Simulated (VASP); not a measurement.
TaN, 2 atoms in the cell. It takes space group P-6m2 (No. 187, hexagonal). Conventional cell: a = 2.938 Å, b = 2.938 Å, c = 2.883 Å, α = 90.00°, β = 90.00°, γ = 120.00°. Within 2.9 Å of Ta (site symmetry -6m2) lie 6 N at 2.23 Å and 2 Ta at 2.88 Å. N (site symmetry -6m2) has 6 Ta at 2.23 Å and 2 N at 2.88 Å within 2.9 Å. 

```yaml
Program: VASP 6.6.1
Task: single point
Functional: LDA
Potentials_or_basis: VASP PAW LDA potentials, release 64 (Ta_pv, N)
Cutoff: 520 eV
k_mesh: 12 × 12 × 10
Occupations: methfessel-paxton, width 0.05 eV
Spin: no spin polarisation
Dipole_correction: no
Further_INCAR_settings: ALGO = Normal; EDIFF = 1e-06; NBANDS = 15
```

Potentials or basis: VASP PAW LDA potentials, release 64 (Ta_pv, N).

The run is started by

```console
$ cat potpaw_LDA.64/Ta_pv/POTCAR potpaw_LDA.64/N/POTCAR > POTCAR
$ mpirun -np 1 vasp_std > vasp.out
```

Hardware: 1 thread of Intel(R) Xeon(R) Platinum 8259CL CPU @ 2.50GHz (Skylake/Cascade Lake), on a shared host.

**Question.** How long does it take, and how much memory?

**Answer.** Wall time 20 s on 1 thread of Intel(R) Xeon(R) Platinum 8259CL CPU @ 2.50GHz (Skylake/Cascade Lake) (shared host), peak memory 0.15 GiB. Counts: scf iterations 12, k points 114.
